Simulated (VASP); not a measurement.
A run of VASP 6.6.1:

POSCAR

```
Ti
1.0
    3.0266574300      0.0000000000      0.0000000000
   -1.5133287150      2.6211622229      0.0000000000
    0.0000000000      0.0000000000      4.8016124600
Ti
2
Direct
    0.6666666667      0.3333333333      0.7500000000
    0.3333333333      0.6666666667      0.2500000000
```

File INCAR.step1:

```
SYSTEM = Ti
PREC = Accurate
ENCUT = 400
EDIFF = 1E-5
ISMEAR = 1
SIGMA = 0.15
LREAL = .FALSE.
LASPH = .TRUE.
NELM = 120
ALGO = Normal
ISIF = 2
LWAVE = .TRUE.
LCHARG = .FALSE.
NBANDS = 19
GGA = PE
GGA_COMPAT = .FALSE.
```

INCAR.step2

```
SYSTEM = Ti
PREC = Accurate
ENCUT = 400
EDIFF = 1E-6
ISMEAR = 1
SIGMA = 0.15
LREAL = .FALSE.
LASPH = .TRUE.
NELM = 120
ALGO = Normal
ISIF = 2
LWAVE = .FALSE.
LCHARG = .FALSE.
GGA = B3
LHFCALC = .TRUE.
AEXX = 0.2
AGGAX = 0.72
AGGAC = 0.81
ALDAC = 0.19
PRECFOCK = Normal
NBANDS = 19
ISTART = 1
GGA_COMPAT = .FALSE.
```

File KPOINTS:

```
Automatic mesh
0
G
  7 7 4
  0 0 0
```

Potentials or basis: VASP PAW PBE potentials, release 64 (Ti_sv).

Run with:

```console
$ cat potpaw_PBE.64/Ti_sv/POTCAR > POTCAR
$ cp INCAR.step1 INCAR
$ mpirun -np 1 vasp_std > vasp.out
$ cp INCAR.step2 INCAR
$ mpirun -np 1 vasp_std > vasp.out
```

Hardware: 1 thread of Intel(R) Xeon(R) Platinum 8488C (Sapphire Rapids), on a shared host.

Task: Estimate the wall time of this run.

Result: Wall time 62 min on 1 thread of Intel(R) Xeon(R) Platinum 8488C (Sapphire Rapids), on a shared host, peak memory 0.15 GiB. Counts: k points 24.
